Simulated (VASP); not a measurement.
Input of a VASP 6.6.1 run:

INCAR

```
SYSTEM = AlN
ALGO     = Normal         ! electronic algorithm
EDIFF    = 1E-6           ! SCF threshold, eV
EDIFFG   = -0.005         ! ionic threshold
ENCUT    = 600            ! plane-wave cutoff, eV
GGA      = PS             ! functional
IBRION   = 2              ! ionic algorithm
ISIF     = 3              ! what is computed and relaxed
ISMEAR   = -1             ! smearing method
LASPH    = .True.         ! aspherical terms in the spheres
LCHARG   = .False.        ! write CHGCAR
LREAL    = .False.        ! projectors in reciprocal space
LWAVE    = .False.        ! write WAVECAR
NELM     = 100            ! most SCF steps
NSW      = 80             ! ionic steps
PREC     = Accurate       ! precision mode
SIGMA    = 0.02           ! smearing width, eV
```

KPOINTS

```
k-points
0
Gamma
  12 12 6
  0 0 0
```

The input POSCAR:

```
AlN
1.0
    3.1302469296      0.0000000000      0.0000000000
   -1.5651234648      2.7108733611      0.0000000000
    0.0000000000      0.0000000000      5.0179926450
Al N
2 2
Direct
    0.3333333333      0.6666666667     -0.0007707944
    0.6666666667      0.3333333333      0.4992292056
    0.3333333333      0.6666666667      0.3807707944
    0.6666666667      0.3333333333      0.8807707944
```

Potentials or basis: VASP PAW PBE potentials, release 64 (Al, N).

Run with:

```bash
$ cat potpaw_PBE.64/Al/POTCAR potpaw_PBE.64/N/POTCAR > POTCAR
$ mpirun -np 1 vasp_std > vasp.out
```

What does it give for the relaxed volume?

10.45 Å³/atom.

Predict the relaxed cell.

a = 3.113 Å, b = 3.113 Å, c = 4.982 Å, α = 90.00°, β = 90.00°, γ = 120.00°.

Estimate the space group after relaxing (to 0.1 Å).

P6_3mc (No. 186).

Predict the band gap on the k mesh.

4.12 eV.

Step by step:
| step | energy change (eV) | largest force (eV/Å) | pressure (GPa) | volume (Å³) |
| --- | --- | --- | --- | --- |
| 1 | 0.0000 | 0.0024 | -3.60 | 42.58 |
| 2 | -0.0012 | 0.0166 | 3.48 | 41.12 |
| 3 | -0.0086 | 0.0094 | -0.02 | 41.82 |
| 4 | -0.0086 | 0.0095 | 0.05 | 41.80 |
| 5 | -0.0087 | 0.0094 | 0.06 | 41.80 |
| 6 | -0.0087 | 0.0093 | 0.06 | 41.80 |
| 7 | -0.0087 | 0.0066 | -0.05 | 41.82 |
| 8 | -0.0087 | 0.0002 | -0.01 | 41.81 |

Caveat: the PAW data sets were made with another functional, which shifts forces and pressure a little. A k mesh can miss the band edges.
